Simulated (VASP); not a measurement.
# NaF: relaxation of cell and atoms with r2SCAN+rVV10

NaF:

```xyz
2
Lattice="0.0000 2.3150 2.3150 2.3150 0.0000 2.3150 2.3150 2.3150 0.0000" Properties=species:S:1:pos:R:3 pbc="T T T"
Na    0.0000    0.0000    0.0000
F     2.3150    2.3150    2.3150
```

```yaml
Program: VASP 6.6.1
Task: relaxation of cell and atoms
Functional: r2SCAN
Dispersion: rVV10
Potentials_or_basis: VASP PAW PBE potentials, release 64 (Na_pv, F)
Cutoff: 600 eV
k_mesh: 10 × 10 × 10
Occupations: gaussian, width 0.02 eV
Spin: no spin polarisation
Further_INCAR_settings: ALGO = Normal; EDIFF = 1e-06; IBRION = 2; EDIFFG = -0.005; NSW = 60; ISIF = 3
```

```yaml
Relaxed_volume: 11.76 Å³/atom
Relaxed_cell: a = 3.216 Å, b = 3.216 Å, c = 3.216 Å, α = 60.00°, β = 60.00°, γ = 60.00°
Space_group_after_relaxing_to_0.1_Å: Fm-3m (No. 225)
Energy_gained_by_relaxing: 6.4 meV/atom
Ionic_steps: 5
Pressure_after_relaxing: 0.0 GPa
Band_gap_on_the_k_mesh: 7.42 eV
```

Step by step:
```
step  energy change (eV)  largest force (eV/Å)  pressure (GPa)  volume (Å³)
   1              0.0000                0.0000           -2.79        24.81
   2             -0.0103                0.0000           -1.24        24.05
   3             -0.0123                0.0000           -0.46        23.71
   4             -0.0114                0.0000            1.19        23.06
   5             -0.0127                0.0000            0.01        23.53
```

Final structure:
```
CELL_PARAMETERS angstrom
0.00000 2.27431 2.27431
2.27431 0.00000 2.27431
2.27431 2.27431 0.00000
ATOMIC_POSITIONS crystal
Na 0.00000 0.00000 0.00000
F 0.50000 0.50000 0.50000
```

Levels at points of the mesh, in eV from the valence-band top:
```tsv
k point	band 4	band 5	band 6	band 7	band 8	band 9	band 10	band 11
(0.00, 0.00, 0.00)	-19.29	0.00	0.00	0.00	7.42	20.12	20.12	20.12
(0.50, 0.00, 0.00)	-18.77	-1.69	-0.30	-0.30	11.91	13.83	21.98	21.99
(0.50, 0.50, 0.00)	-19.35	-1.36	-0.43	-0.43	14.02	14.47	15.37	21.81
```

Run time: 7.1 min on 4 MPI ranks on Intel(R) Xeon(R) Platinum 8175M CPU @ 2.50GHz (Skylake/Cascade Lake) (shared host), peak memory 0.26 GiB a rank.

Caveat: the PAW data sets were made with another functional, which shifts forces and pressure a little. A k mesh can miss the band edges.
